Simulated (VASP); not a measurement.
# Si6O11 (a cell with a defect) in VASP: further runs

Runs on Si6O11 (a cell with a defect). Level: PBE+D3(BJ). Tasks: single point.

Everything below comes from runs of VASP 6.6.1. Logs are shortened: lines on timing, memory, paths and dates and some standing lists are left out, and cuts for length are marked.

### 1 The cell of the first run

The cell holds a defect, 17 atoms: a = 4.915 Å, b = 5.421 Å, c = 8.513 Å, α = 90.00°, β = 90.00°, γ = 90.00°.

### 2 Single point, PBE+D3(BJ)

Input file INCAR:

```
SYSTEM = Si6O11
  PREC = Accurate
  ENCUT = 520
  EDIFF = 1E-6
  ISMEAR = 0
  SIGMA = 0.05
  LREAL = Auto
  LASPH = .True.
  NELM = 80
  ALGO = Normal
  ISIF = 2
  LWAVE = .False.
  LCHARG = .False.
  GGA = PE
  IVDW = 12
  NBANDS = 59
  NELECT = 88.0
```

Input file KPOINTS:

```
regular mesh
0
Gamma
  4 4 2
  0 0 0
```

Input file POSCAR:

```
Si6O11
1.0
   -2.4573906087      4.2563253884      0.0000000000
    0.0000000000      0.0000000000      5.4210324304
    7.3721718262      4.2563253883      0.0000000000
Si O
6 11
Direct
    0.7669799462      0.6666666667      0.2330200538
    0.2669799462      0.6666666667      0.7330200538
    0.9660401075      0.3333333333      0.5000000000
    0.4660401075      0.3333333333      0.0000000000
    0.2669799462      0.0000000000      0.2669799462
    0.7669799462      0.0000000000      0.7669799462
    0.2730030153      0.2203350802      0.1370425925
    0.7730030153      0.2203350802      0.6370425925
    0.0690623811      0.8870017469      0.7949771961
    0.6579346037      0.5536684135      0.0679802114
    0.1579346037      0.5536684135      0.5679802114
    0.0690623811      0.7796649198      0.2050228039
    0.5690623811      0.7796649198      0.7050228039
    0.4802111688     -0.1077141801      0.3774199636
    0.6579346037      0.1129982531      0.9320197886
    0.7730030153      0.4463315865      0.3629574075
    0.2730030153      0.4463315865      0.8629574075
```

Potentials or basis: VASP PAW PBE potentials, release 64 (Si, O).

Run with:

```sh
> cat potpaw_PBE.64/Si/POTCAR potpaw_PBE.64/O/POTCAR > POTCAR
> mpirun -np 1 vasp_std > vasp.out
```

OUTCAR:

```text
SYSTEM = Si6O11
   PREC = Accurate
   ENCUT = 520
   EDIFF = 1E-6
   ISMEAR = 0
   LREAL = Auto
   LASPH = .True.
   NELM = 80
   ISIF = 2
   GGA = PE
   IVDW = 12
   NELECT = 88.0
 IVDW          = 12

 ion  position               nearest neighbor table
   1  0.767  0.667  0.233-  12 1.62  10 1.62  16 1.63  14 2.23   5 3.06   5 3.06   3 3.06   4 3.06

   2  0.267  0.667  0.733-  13 1.62  11 1.62  17 1.63   9 1.63   6 3.06   6 3.06   4 3.06   3 3.06

   3  0.966  0.333  0.500-   8 1.62  16 1.62  11 1.63   6 3.06   1 3.06   5 3.06   2 3.06
   4  0.466  0.333  0.000-   7 1.62  17 1.62  15 1.63  10 1.63   5 3.06   2 3.06   6 3.06   1 3.06

   5  0.267  0.000  0.267-  14 1.52   7 1.63  12 1.63   4 3.06   1 3.06   1 3.06   3 3.06
   6  0.767  0.000  0.767-  15 1.62   9 1.62   8 1.63  13 1.63   3 3.06   2 3.06   2 3.06   4 3.06

   7  0.273  0.220  0.137-   4 1.62   5 1.63
   8  0.773  0.220  0.637-   3 1.62   6 1.63
   9  0.069  0.887  0.795-   6 1.62   2 1.63
  10  0.658  0.554  0.068-   1 1.62   4 1.63
  11  0.158  0.554  0.568-   2 1.62   3 1.63
  12  0.069  0.780  0.205-   1 1.62   5 1.63
  13  0.569  0.780  0.705-   2 1.62   6 1.63
  14  0.480  0.892  0.377-   5 1.52   1 2.23
  15  0.658  0.113  0.932-   6 1.62   4 1.63
  16  0.773  0.446  0.363-   3 1.62   1 1.63
  17  0.273  0.446  0.863-   4 1.62   2 1.63

  LATTYP: Found a simple orthorhombic cell.
 ALAT       =     4.9147812175
 B/A-ratio  =     1.1030058492
 C/A-ratio  =     1.7320508076

  Lattice vectors:

 A1 = (  -2.4573906087,   4.2563253884,   0.0000000000)
 A2 = (   0.0000000000,   0.0000000000,   5.4210324304)
 A3 = (   7.3721718262,   4.2563253883,   0.0000000000)

Analysis of symmetry for initial positions (statically):
=====================================================================
 Subroutine PRICEL returns:
 Original cell was already a primitive cell.

 Routine SETGRP: Setting up the symmetry group for a
 simple orthorhombic supercell.

 Subroutine GETGRP returns: Found  1 space group operations
 (whereof  1 operations were pure point group operations)
 out of a pool of  8 trial point group operations.

The static configuration has the point symmetry C_1 .

Analysis of symmetry for dynamics (positions and initial velocities):
=====================================================================
 Subroutine PRICEL returns:
 Original cell was already a primitive cell.

 Routine SETGRP: Setting up the symmetry group for a
 simple orthorhombic supercell.

 Subroutine GETGRP returns: Found  1 space group operations
 (whereof  1 operations were pure point group operations)
 out of a pool of  8 trial point group operations.

The dynamic configuration has the point symmetry C_1 .

 Subroutine INISYM returns: Found  1 space group operations
 (whereof  1 operations are pure point group operations),
 and found     1 'primitive' translations

----------------------------------------------------------------------------------------

                                     Primitive cell

  volume of cell :     226.8042

  direct lattice vectors                    reciprocal lattice vectors
    -2.457390609  4.256325388  0.000000000    -0.101733928  0.176208333  0.000000000
     0.000000000  0.000000000  5.421032430     0.000000000  0.000000000  0.184466707
     7.372171826  4.256325388  0.000000000     0.101733928  0.058736111  0.000000000

  length of vectors
     4.914781217  5.421032430  8.512650777     0.203467857  0.184466707  0.117472222

  position of ions in fractional coordinates (direct lattice)
     0.766979946  0.666666667  0.233020054
     0.266979946  0.666666667  0.733020054
     0.966040107  0.333333333  0.500000000
     0.466040107  0.333333333  0.000000000
     0.266979946  0.000000000  0.266979946
     0.766979946  0.000000000  0.766979946
[... 9 lines left out ...]
     0.773003015  0.446331587  0.362957407
     0.273003015  0.446331587  0.862957407

  ion indices of the primitive-cell ions
   primitive index   ion index
                 1           1
                 2           2
                 3           3
                 4           4
                 5           5
                 6           6
[... 9 lines left out ...]
                16          16
                17          17

----------------------------------------------------------------------------------------

 KPOINTS: regular mesh

Automatic generation of k-mesh.
 Grid dimensions read from file:
 generate k-points for:    4    4    2

 Generating k-lattice:

  Cartesian coordinates                     Fractional coordinates (reciprocal lattice)
    -0.025433482  0.044052083  0.000000000     0.250000000  0.000000000 -0.000000000
     0.000000000  0.000000000  0.046116677     0.000000000  0.250000000  0.000000000
     0.050866964  0.029368055  0.000000000     0.000000000  0.000000000  0.500000000

  Length of vectors
     0.050866964  0.046116677  0.058736111

  Shift w.r.t. Gamma in fractional coordinates (k-lattice)
     0.000000000  0.000000000  0.000000000

 Subroutine IBZKPT returns following result:
 ===========================================

 Found     20 irreducible k-points:

 Following reciprocal coordinates:
            Coordinates               Weight
  0.000000  0.000000  0.000000      1.000000
  0.250000  0.000000 -0.000000      2.000000
  0.500000  0.000000 -0.000000      1.000000
  0.000000  0.250000  0.000000      2.000000
  0.250000  0.250000 -0.000000      2.000000
  0.250000 -0.250000 -0.000000      2.000000
[... 12 lines left out ...]
  0.250000  0.500000  0.500000      2.000000
  0.500000  0.500000  0.500000      1.000000
   k-points           NKPTS =     20   k-points in BZ     NKDIM =     20   number of bands    NBANDS=     59
   number of dos      NEDOS =    301   number of ions     NIONS =     17
   total plane-waves  NPLWV = 102400
   dimension x,y,z NGX =    40 NGY =   40 NGZ =   64
   dimension x,y,z NGXF=    80 NGYF=   80 NGZF=  128
   ions per type =               6  11
   NGX,Y,Z   is equivalent  to a cutoff of  13.53, 12.27, 12.50 a.u.
   NGXF,Y,Z  is equivalent  to a cutoff of  27.06, 24.53, 25.00 a.u.
 SYSTEM =  Si6O11
   PREC   = accura    normal or accurate (medium, high low for compatibility)
   ISTART =      0    job   : 0-new  1-cont  2-samecut
   ICHARG =      2    charge: 1-file 2-atom 10-const
   ISPIN  =      1    spin polarized calculation?
   LNONCOLLINEAR =      F non collinear calculations
   LSORBIT =      F    spin-orbit coupling
   LASPH  =      T    aspherical Exc in radial PAW
   ENCUT  =  520.0 eV  38.22 Ry    6.18 a.u.   9.14 10.08 15.83*2*pi/ulx,y,z
   NELM   =     80;   NELMIN=  2; NELMDL= -5     # of ELM steps
   EDIFF  = 0.1E-05   stopping-criterion for ELM
   LREAL  =      T    real-space projection
   EDIFFG = 0.1E-04   stopping-criterion for IOM
   NSW    =      0    number of steps for IOM
   IBRION =     -1    ionic relax: 0-MD 1-quasi-New 2-CG
   NFREE  =      0    steps in history (QN), initial steepest desc. (CG)
   ISIF   =      2    stress and relaxation
   ISYM   =      2    0-nonsym 1-usesym 2-fastsym
   POTIM  = 0.5000    time-step for ionic-motion
   TEBEG  =    0.0;   TEEND  =   0.0 temperature during run
   PSTRESS=    0.0 pullay stress
   NELECT =      88.0000    total number of electrons
   NUPDOWN=      -1.0000    fix difference up-down
   EMIN   =  10.00;   EMAX   =-10.00  energy-range for DOS
   EFERMI =   0.00;   METHOD = LEGACY
   ISMEAR =     0;   SIGMA  =   0.05  broadening in eV -4-tet -1-fermi 0-gaus
   EFERMI_NEDOS =   21; number of points for ismear=-14 and -15
   IALGO  =     38    algorithm
   IMIX   =      4    mixing-type and parameters
     AMIX     =   0.40;   BMIX     =  1.00
     AMIX_MAG =   1.60;   BMIX_MAG =  1.00
  volume/ion in A,a.u.               =      13.34        90.03
  Fermi-wavevector in a.u.,A,eV,Ry     =   1.194040  2.256408 19.398241  1.425730
  Thomas-Fermi vector in A             =   2.330039
   LORBIT       =      0    0 simple, 1 ext, 2 COOP (PROOUT), +10 PAW based schemes
   GGA     = PE    functional components
   LHFCALC =     F    Hartree Fock is set to
   AEXX    =    0.0000 exact exchange contribution
   IVDW    =    12    specifies the selected vdW correction
   LEPSILON=     F    determine dielectric tensor
   LRPA    =     F    only Hartree local field effects (RPA)
 non-spin polarized calculation
 Gauss-broadening in eV      SIGMA  =   0.05
  energy-cutoff  :      520.00
  volume of cell :      226.80
 maximum number of plane-waves:      6164
 NGX is ok and might be reduce to    40
   NGX = 19   NGY = 21   NGZ = 31

 number of electron      88.0000034 magnetization

 Free energy of the ion-electron system (eV)
  ---------------------------------------------------
  ext. energy  EPLUGINS =         0.00000000
  ---------------------------------------------------
  free energy    TOTEN  =      -132.98914759 eV

  energy without entropy =     -132.98194387  energy(sigma->0) =     -132.98554573

 E-fermi :   1.3472     XC(G=0):  -8.9335

 val. band max:        1.3235056037   @ k =   0.0000   0.5000   0.5000
 cond. band min:       1.3676321329   @ k =   0.0000   0.0000   0.5000
 fundamental gap:      0.0441265293
 Fermi energy:         1.3472107454

 k-point     1 :       0.0000    0.0000    0.0000
  band No.  band energies     occupation
      1     -18.5821      2.00000
      2     -17.9993      2.00000
      3     -17.6895      2.00000
      4     -17.3849      2.00000
      5     -17.0423      2.00000
      6     -16.9915      2.00000
[... 48 lines left out ...]
     55      10.6620      0.00000
     56      11.0975      0.00000

 k-point     2 :       0.2500    0.0000   -0.0000
  band No.  band energies     occupation
      1     -18.4979      2.00000
      2     -17.9904      2.00000
      3     -17.7216      2.00000
      4     -17.4128      2.00000
      5     -17.1256      2.00000
      6     -16.8942      2.00000
[... 48 lines left out ...]
     55      10.8499      0.00000
     56      11.2737      0.00000
[... 1001 lines left out ...]
     55      10.6742      0.00000
     56      10.9839      0.00000

 k-point    20 :       0.5000    0.5000    0.5000
  band No.  band energies     occupation
      1     -18.3884      2.00000
      2     -17.9955      2.00000
      3     -17.5595      2.00000
      4     -17.4872      2.00000
      5     -17.2419      2.00000
      6     -16.9465      2.00000
[... 48 lines left out ...]
     55      10.9193      0.00000
     56      11.1440      0.00000
 [bands above 56 left out]

------------------------ aborting loop because EDIFF is reached ----------------------------------------

 Edisp (eV)   -2.42303

 E8    (eV) :    -0.8313

  FORCE on cell =-STRESS in cart. coord.  units (eV):
  Direction    XX          YY          ZZ          XY          YZ          ZX
  --------------------------------------------------------------------------------------
  -------------------------------------------------------------------------------------
  Total     -22.92960   -12.31144   -19.00485     2.11648     0.35215    -5.23497
  in kB    -161.97801   -86.96982  -134.25298    14.95111     2.48762   -36.98059
  external pressure =     -127.73 kB  Pullay stress =        0.00 kB

 VOLUME and BASIS-vectors are now :
 -----------------------------------------------------------------------------
  energy-cutoff  :      520.00
  volume of cell :      226.80
      direct lattice vectors                 reciprocal lattice vectors
    -2.457390609  4.256325388  0.000000000    -0.101733928  0.176208333  0.000000000
     0.000000000  0.000000000  5.421032430     0.000000000  0.000000000  0.184466707
     7.372171826  4.256325388  0.000000000     0.101733928  0.058736111  0.000000000

 POSITION                                       TOTAL-FORCE (eV/Angst)
 -----------------------------------------------------------------------------------
     -0.16691      4.25633      3.61402         0.007039     -0.722016     -0.632727
      4.74788      4.25633      3.61402         0.992397      1.478749      0.256133
      1.31215      6.23994      1.80701         2.976913     -0.343779      2.954195
     -1.14524      1.98362      1.80701        -1.659840     -0.911033      0.225774
      1.31215      2.27271      0.00000        -2.792870     -3.272379      0.619754
      3.76954      6.52903      0.00000         1.015457      0.361267     -1.343489
[... 9 lines left out ...]
      0.77621      4.83502      2.41958        -0.088178      0.308305     -0.817183
      5.69100      4.83502      2.41958         0.121730      0.098591     -0.159590
 -----------------------------------------------------------------------------------
    total drift:                               -0.000125     -0.001213     -0.004011

  FREE ENERGIE OF THE ION-ELECTRON SYSTEM (eV)
  ---------------------------------------------------
  free  energy   TOTEN  =      -135.4121761672 eV

  energy  without entropy=     -135.4049724434  energy(sigma->0) =     -135.40857431
```

Run time: 20 min. Hardware: 1 thread of Intel Xeon 8259CL, shared host; peak memory 0.39 GiB.

Results:

- Free energy: -135.4122 eV
- Largest force: 4.347 eV/Å
- Dispersion energy per atom: -0.143 eV

Forces in eV/Å, atoms in the order of the input:
```
Si   0.007 -0.722 -0.633
Si   0.992  1.479  0.256
Si   2.977 -0.344  2.954
Si  -1.660 -0.911  0.226
Si  -2.793 -3.272  0.620
Si   1.015  0.361 -1.343
O    2.249  0.564 -1.164
O   -1.868 -0.013  0.142
O   -0.387 -0.170  0.019
O    1.151  1.002  1.427
O   -1.290 -1.202 -1.429
O    1.168 -0.885  0.994
O   -0.157 -0.008  0.031
O   -1.843  3.601 -1.436
O    0.404  0.114  0.312
O   -0.088  0.308 -0.817
O    0.122  0.099 -0.160
```

Caveat: the k points lie up to 0.37 Å⁻¹ apart; the cell carries a net charge on a neutralising background, which shifts energy and pressure; the cell differs from its parent crystal (atoms taken out, atom 14 moved 0.750 of the way to it and +0.500 Å across, host rigid); the cell is charged against a uniform background, so pressure and absolute levels hang on convention.

### 3 Single point, PBE+D3(BJ)

Input file INCAR:

```
PREC     = Accurate       # precision mode
ENCUT    = 520            # plane-wave cutoff, eV
EDIFF    = 1E-6           # SCF threshold, eV
ISMEAR   = 0              # smearing method
SIGMA    = 0.05           # smearing width, eV
LREAL    = Auto         
LASPH    = T              # aspherical terms in the spheres
NELM     = 100            # most SCF steps
ALGO     = Normal         # electronic algorithm
ISIF     = 2              # what is computed and relaxed
LWAVE    = F              # write WAVECAR
LCHARG   = F              # write CHGCAR
GGA      = PE             # functional
IVDW     = 12             # dispersion correction
NBANDS   = 59             # bands
NELECT   = 88.0
```

Input file KPOINTS:

```
Automatic mesh
0
Gamma
  4 4 2
```

Edit POSCAR of step 2 so:

```diff
@@ -21,3 +21,3 @@
     0.5690623811      0.7796649198      0.7050228039
-    0.4802111688     -0.1077141801      0.3774199636
+    0.5551316490     -0.0617831996      0.2467950768
     0.6579346037      0.1129982531      0.9320197886
```

Potentials or basis: VASP PAW PBE potentials, release 64 (Si, O).

Run with:

```sh
> cat potpaw_PBE.64/Si/POTCAR potpaw_PBE.64/O/POTCAR > POTCAR
> mpirun -np 1 vasp_std > vasp.out
```

It took 24 min on 1 thread of Intel Xeon 8259CL, shared host; peak memory 0.39 GiB.

Results (log left out):

```
Free energy                : -135.3193 eV
Largest force              : 10.622 eV/Å
Dispersion energy per atom : -0.142 eV
```

Forces on the atoms (eV/Å):
```
Si  -0.908 -2.248  1.293
Si   1.205  1.363  0.198
Si   2.004 -0.567  2.408
Si  -0.498 -0.047  0.393
Si   0.235 -6.333  1.415
Si   1.120  0.555 -1.172
O    1.824 -1.461  0.943
O   -1.702 -0.055  0.021
O   -0.431 -0.142  0.019
O    0.381  0.523  0.250
O   -1.315 -0.917 -1.065
O    1.216  0.628  0.605
O   -0.380 -0.233  0.059
O   -2.837  8.907 -5.043
O   -0.082 -0.077  0.173
O    0.268  0.253 -0.385
O   -0.102 -0.149 -0.113
```

Levels at points of the mesh, in eV from the Fermi level:
| k point | band 42 | band 43 | band 44 | band 45 | band 46 | band 47 |
| --- | --- | --- | --- | --- | --- | --- |
| (0.00, 0.00, 0.00) | -0.67 | -0.24 | -0.06 | -0.01 | 3.95 | 6.26 |
| (0.50, 0.00, 0.00) | -0.47 | -0.19 | -0.03 | 0.06 | 3.90 | 6.08 |
| (0.00, 0.50, 0.00) | -0.49 | -0.33 | -0.08 | 0.07 | 3.80 | 6.29 |
| (0.50, 0.50, 0.00) | -0.58 | -0.45 | -0.34 | 0.26 | 3.90 | 6.59 |
| (0.00, 0.00, 0.50) | -0.61 | -0.21 | -0.05 | 0.14 | 3.84 | 6.10 |
| (0.50, 0.00, 0.50) | -0.47 | -0.20 | -0.06 | 0.01 | 3.95 | 6.10 |
| (0.00, 0.50, 0.50) | -0.57 | -0.38 | -0.06 | 0.12 | 3.78 | 6.33 |
| (0.50, 0.50, 0.50) | -0.53 | -0.40 | -0.28 | 0.13 | 3.91 | 6.66 |

Caveat: the cell carries a net charge on a neutralising background, which shifts energy and pressure; the cell differs from its parent crystal (atoms taken out, atom 14 moved 1.000 of the way to it and -0.500 Å across, host rigid); the cell is charged against a uniform background, so pressure and absolute levels hang on convention.

[end of part 1 of 2]
